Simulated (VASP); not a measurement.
# Os (Fm-3m) in VASP: further runs, part 2 of 2

VASP 6.6.1. Earlier steps stand in the parts before.

### Step 4. Electric field gradients, PBE (volume scaled by 0.96)

Contents of INCAR:

```
SYSTEM = Os
PREC = Accurate
ENCUT = 520
EDIFF = 1E-8
ISMEAR = -1
SIGMA = 0.05
LREAL = .FALSE.
LASPH = .TRUE.
NELM = 80
ALGO = Normal
ISIF = 2
LWAVE = .FALSE.
LCHARG = .FALSE.
GGA = PE
LEFG = .TRUE.
NBANDS = 10
```

Contents of KPOINTS:

```
Automatic mesh
0
G
  14 14 14
  0 0 0
```

Contents of POSCAR:

```
Os
1.0
    0.0000000000      1.9187129938      1.9187129938
    1.9187129938      0.0000000000      1.9187129938
    1.9187129938      1.9187129938      0.0000000000
Os
1
Direct
    0.0000000000      0.0000000000      0.0000000000
```

Potentials or basis: VASP PAW PBE potentials, release 64 (Os).

Launch:

```
$ cat potpaw_PBE.64/Os/POTCAR > POTCAR
$ mpirun -np 1 vasp_std > vasp.out
```

OUTCAR:

```text
SYSTEM = Os
   PREC = Accurate
   ENCUT = 520
   EDIFF = 1E-8
   ISMEAR = -1
   LREAL = .FALSE.
   LASPH = .TRUE.
   NELM = 80
   ISIF = 2
   GGA = PE

 ion  position               nearest neighbor table
   1  0.000  0.000  0.000-

  LATTYP: Found a face centered cubic cell.
 ALAT       =     3.8374259876

  Lattice vectors:

 A1 = (   0.0000000000,   1.9187129938,   1.9187129938)
 A2 = (   1.9187129938,   0.0000000000,   1.9187129938)
 A3 = (   1.9187129938,   1.9187129938,   0.0000000000)

Analysis of symmetry for initial positions (statically):
=====================================================================
 Subroutine PRICEL returns:
 Original cell was already a primitive cell.

 Routine SETGRP: Setting up the symmetry group for a
 face centered cubic supercell.

[... 492 lines left out ...]
  external PRESSURE =      61.3634708 kB  Pullay stress =       0.0000000 kB

 VOLUME and BASIS-vectors are now :
 -----------------------------------------------------------------------------
  energy-cutoff  :      520.00
  volume of cell :       14.13
      direct lattice vectors                 reciprocal lattice vectors
     0.000000000  1.918712994  1.918712994    -0.260591345  0.260591345  0.260591345
     1.918712994  0.000000000  1.918712994     0.260591345 -0.260591345  0.260591345
     1.918712994  1.918712994  0.000000000     0.260591345  0.260591345 -0.260591345

 POSITION                                       TOTAL-FORCE (eV/Angst)
 -----------------------------------------------------------------------------------
      0.00000      0.00000      0.00000         0.000000      0.000000      0.000000
 -----------------------------------------------------------------------------------
    total drift:                                0.000000     -0.000000     -0.000000

  FREE ENERGIE OF THE ION-ELECTRON SYSTEM (eV)
  ---------------------------------------------------
  free  energy   TOTEN  =       -11.1036756851 eV

  energy  without entropy=      -11.0934584743  energy(sigma->0) =      -11.09856708

 Electric field gradients (V/A^2)
---------------------------------------------------------------------
 ion       V_xx      V_yy      V_zz      V_xy      V_xz      V_yz
---------------------------------------------------------------------
   1       0.000    -0.000     0.000    -0.000    -0.000    -0.000
---------------------------------------------------------------------

 Electric field gradients after diagonalization (V/A^2)
 (convention: |V_zz| > |V_xx| > |V_yy|)
----------------------------------------------------------------------
 ion       V_xx      V_yy      V_zz     asymmetry (V_yy - V_xx)/ V_zz
----------------------------------------------------------------------
   1       0.000     0.000    -0.000       0.000
----------------------------------------------------------------------

           NMR quadrupolar parameters

 Cq : quadrupolar parameter    Cq=e*Q*V_zz/h
 eta: asymmetry parameters     (V_yy - V_xx)/ V_zz
 Q  : nuclear electric quadrupole moment in mb (millibarn)
----------------------------------------------------------------------
 ion       Cq(MHz)       eta       Q (mb)
----------------------------------------------------------------------
   1      -0.000       0.000       1.000
----------------------------------------------------------------------
```

Wall time 9.5 s (1 thread of Intel Xeon Platinum 8488C (Sapphire Rapids), shared host); peak memory 0.13 GiB.

Results:

```yaml
Free_energy: -11.1037 eV
Pressure: 6.1 GPa
Band_gap_on_the_k_mesh: zero (band 4 reaches 11.58 eV, above the bottom of band 5 at 7.88 eV)
```

Caveat: without QUAD_EFG the Cq values of the log hold for a quadrupole moment of 1 mb, not for the nuclei; spin-orbit coupling is left out, which moves the levels of the heavy elements.

### Step 5. Electric field gradients, PBE (volume scaled by 0.96)

Contents of INCAR:

```
ALGO = Normal
EDIFF = 1E-8
ENCUT = 520
GGA = PE
ISIF = 2
ISMEAR = -1
LASPH = T
LCHARG = F
LEFG = T
LREAL = F
LWAVE = F
NBANDS = 10
NELM = 100
PREC = Accurate
SIGMA = 0.05
```

Contents of KPOINTS:

```
k-points
0
Gamma
  14 14 14
```

POSCAR is that of step 4.

Potentials or basis: VASP PAW PBE potentials, release 64 (Os).

Launch:

```
$ cat potpaw_PBE.64/Os/POTCAR > POTCAR
$ mpirun -np 1 vasp_std > vasp.out
```

OUTCAR:

```text
EDIFF = 1E-8
   ENCUT = 520
   GGA = PE
   ISIF = 2
   ISMEAR = -1
   LASPH = T
   LREAL = F
   NELM = 100
   PREC = Accurate

 ion  position               nearest neighbor table
   1  0.000  0.000  0.000-

  LATTYP: Found a face centered cubic cell.
 ALAT       =     3.8374259876

  Lattice vectors:

 A1 = (   0.0000000000,   1.9187129938,   1.9187129938)
[... 517 lines left out ...]
 -----------------------------------------------------------------------------------
    total drift:                                0.000000     -0.000000     -0.000000

  FREE ENERGIE OF THE ION-ELECTRON SYSTEM (eV)
  ---------------------------------------------------
  free  energy   TOTEN  =       -11.1036756851 eV

  energy  without entropy=      -11.0934584743  energy(sigma->0) =      -11.09856708

 Electric field gradients (V/A^2)
---------------------------------------------------------------------
 ion       V_xx      V_yy      V_zz      V_xy      V_xz      V_yz
---------------------------------------------------------------------
   1       0.000    -0.000     0.000    -0.000    -0.000    -0.000
---------------------------------------------------------------------

 Electric field gradients after diagonalization (V/A^2)
 (convention: |V_zz| > |V_xx| > |V_yy|)
----------------------------------------------------------------------
 ion       V_xx      V_yy      V_zz     asymmetry (V_yy - V_xx)/ V_zz
----------------------------------------------------------------------
   1       0.000     0.000    -0.000       0.000
----------------------------------------------------------------------

           NMR quadrupolar parameters

 Cq : quadrupolar parameter    Cq=e*Q*V_zz/h
 eta: asymmetry parameters     (V_yy - V_xx)/ V_zz
 Q  : nuclear electric quadrupole moment in mb (millibarn)
----------------------------------------------------------------------
 ion       Cq(MHz)       eta       Q (mb)
----------------------------------------------------------------------
   1      -0.000       0.000       1.000
----------------------------------------------------------------------
```

stdout:

```text
POSCAR found type information on POSCAR Os
 POSCAR found :  1 types and       1 ions
 scaLAPACK will be used
 LDA part: xc-table for (Slater+PW92), standard interpolation
 POSCAR, INCAR and KPOINTS ok, starting setup
 FFT: planning ... GRIDC
 FFT: planning ... GRID_SOFT
 FFT: planning ... GRID
 WAVECAR not read
 entering main loop
ion   1
```

Wall time 9.9 s (1 thread of Intel Xeon Platinum 8488C (Sapphire Rapids), shared host); peak memory 0.13 GiB.

Results:

```
Free energy            : -11.1037 eV
Pressure               : 6.1 GPa
Band gap on the k mesh : zero (band 4 reaches 11.58 eV, above the bottom of band 5 at 7.88 eV)
```

Caveat: without QUAD_EFG the Cq values of the log hold for a quadrupole moment of 1 mb, not for the nuclei; spin-orbit coupling is left out, which moves the levels of the heavy elements.

### Step 6. Electric field gradients, PBE (volume scaled by 0.94)

Contents of INCAR:

```
ALGO = Normal
EDIFF = 1E-8
ENCUT = 520
GGA = PE
ISIF = 2
ISMEAR = -1
LASPH = True
LCHARG = False
LEFG = True
LREAL = False
LWAVE = False
NBANDS = 10
NELM = 100
PREC = Accurate
SIGMA = 0.05
```

KPOINTS is that of step 5.

Contents of POSCAR:

```
Os
1.0
    0.0000000000      1.9052949814      1.9052949814
    1.9052949814      0.0000000000      1.9052949814
    1.9052949814      1.9052949814      0.0000000000
Os
1
Direct
    0.0000000000      0.0000000000      0.0000000000
```

Potentials or basis: VASP PAW PBE potentials, release 64 (Os).

Launch:

```
$ cat potpaw_PBE.64/Os/POTCAR > POTCAR
$ mpirun -np 1 vasp_std > vasp.out
```

OUTCAR:

```text
EDIFF = 1E-8
   ENCUT = 520
   GGA = PE
   ISIF = 2
   ISMEAR = -1
   LASPH = True
   LREAL = False
   NELM = 100
   PREC = Accurate

 ion  position               nearest neighbor table
   1  0.000  0.000  0.000-

  LATTYP: Found a face centered cubic cell.
 ALAT       =     3.8105899628

  Lattice vectors:

 A1 = (   0.0000000000,   1.9052949814,   1.9052949814)
 A2 = (   1.9052949814,   0.0000000000,   1.9052949814)
 A3 = (   1.9052949814,   1.9052949814,   0.0000000000)

Analysis of symmetry for initial positions (statically):
=====================================================================
 Subroutine PRICEL returns:
 Original cell was already a primitive cell.

 Routine SETGRP: Setting up the symmetry group for a
 face centered cubic supercell.

[... 491 lines left out ...]
  in kB      156.2651935    156.2651935    156.2651935      0.0000000      0.0000000      0.0000000
  external PRESSURE =     156.2651935 kB  Pullay stress =       0.0000000 kB

 VOLUME and BASIS-vectors are now :
 -----------------------------------------------------------------------------
  energy-cutoff  :      520.00
  volume of cell :       13.83
      direct lattice vectors                 reciprocal lattice vectors
     0.000000000  1.905294981  1.905294981    -0.262426556  0.262426556  0.262426556
     1.905294981  0.000000000  1.905294981     0.262426556 -0.262426556  0.262426556
     1.905294981  1.905294981  0.000000000     0.262426556  0.262426556 -0.262426556

 POSITION                                       TOTAL-FORCE (eV/Angst)
 -----------------------------------------------------------------------------------
      0.00000      0.00000      0.00000        -0.000000      0.000000     -0.000000
 -----------------------------------------------------------------------------------
    total drift:                                0.000000      0.000000      0.000000

  FREE ENERGIE OF THE ION-ELECTRON SYSTEM (eV)
  ---------------------------------------------------
  free  energy   TOTEN  =       -11.0836340303 eV

  energy  without entropy=      -11.0735752487  energy(sigma->0) =      -11.07860464

 Electric field gradients (V/A^2)
---------------------------------------------------------------------
 ion       V_xx      V_yy      V_zz      V_xy      V_xz      V_yz
---------------------------------------------------------------------
   1      -0.000    -0.000     0.000    -0.000    -0.000    -0.000
---------------------------------------------------------------------

 Electric field gradients after diagonalization (V/A^2)
 (convention: |V_zz| > |V_xx| > |V_yy|)
----------------------------------------------------------------------
 ion       V_xx      V_yy      V_zz     asymmetry (V_yy - V_xx)/ V_zz
----------------------------------------------------------------------
   1       0.000     0.000    -0.000       0.000
----------------------------------------------------------------------

           NMR quadrupolar parameters

 Cq : quadrupolar parameter    Cq=e*Q*V_zz/h
 eta: asymmetry parameters     (V_yy - V_xx)/ V_zz
 Q  : nuclear electric quadrupole moment in mb (millibarn)
----------------------------------------------------------------------
 ion       Cq(MHz)       eta       Q (mb)
----------------------------------------------------------------------
   1      -0.000       0.000       1.000
----------------------------------------------------------------------
```

OSZICAR:

```text
N       E                     dE             d eps       ncg     rms          rms(c)
DAV:   1     0.376409971316E+02    0.37641E+02   -0.43043E+03  2128   0.751E+02
DAV:   2    -0.106543038122E+02   -0.48295E+02   -0.45266E+02  2176   0.205E+02
DAV:   3    -0.117587340148E+02   -0.11044E+01   -0.10753E+01  2434   0.281E+01
DAV:   4    -0.117613660667E+02   -0.26321E-02   -0.26317E-02  2298   0.152E+00
DAV:   5    -0.117613746076E+02   -0.85409E-05   -0.85403E-05  2286   0.801E-02    0.170E+01
DAV:   6    -0.112487597578E+02    0.51261E+00   -0.51561E-01  2486   0.571E+00    0.792E+00
DAV:   7    -0.110878342401E+02    0.16093E+00   -0.40557E-01  2568   0.480E+00    0.432E-01
DAV:   8    -0.110851109810E+02    0.27233E-02   -0.20480E-03  2164   0.379E-01    0.313E-01
DAV:   9    -0.110836462239E+02    0.14648E-02   -0.87915E-04  2290   0.315E-01    0.152E-02
DAV:  10    -0.110836379055E+02    0.83185E-05   -0.10963E-05  2260   0.240E-02    0.894E-03
DAV:  11    -0.110836340733E+02    0.38322E-05   -0.97055E-07  2262   0.152E-02    0.275E-03
DAV:  12    -0.110836339676E+02    0.10570E-06   -0.43684E-09  1386   0.591E-04    0.260E-04
DAV:  13    -0.110836340237E+02   -0.56044E-07   -0.14820E-09  1152   0.328E-04    0.159E-04
DAV:  14    -0.110836340303E+02   -0.65949E-08   -0.49608E-11  1086   0.778E-05
   1 F= -.11083634E+02 E0= -.11078605E+02  d E =-.100588E-01
```

Wall time 8.9 s (1 thread of Intel Xeon Platinum 8488C (Sapphire Rapids), shared host); peak memory 0.13 GiB.

Results:

```yaml
Free_energy: -11.0836 eV
Pressure: 15.6 GPa
Band_gap_on_the_k_mesh: zero (band 4 reaches 11.99 eV, above the bottom of band 5 at 8.16 eV)
```

Caveat: without QUAD_EFG the Cq values of the log hold for a quadrupole moment of 1 mb, not for the nuclei; spin-orbit coupling is left out, which moves the levels of the heavy elements.

### Step 7. Overview

```csv
cell,gap on the mesh (eV),pressure (GPa)
"a = 2.769 Å, angles 60.0°, 1 atom",none,-16.3
"a = 2.787 Å, angles 60.0°, 1 atom",none,-22.1
"a = 2.713 Å, angles 60.0°, 1 atom",none,6.1
"a = 2.694 Å, angles 60.0°, 1 atom",none,15.6
```

Alike in all rows: task electric field gradients; level PBE; potentials or basis VASP PAW PBE potentials, release 64 (Os); no spin polarisation; k mesh 14 × 14 × 14; cutoff (eV) 520; smearing fermi-dirac 0.05 eV.

Caveats: spin-orbit coupling is left out, which moves the levels of the heavy elements.

Total energies depend on the potentials used, so only differences within one code and one set of settings carry meaning.
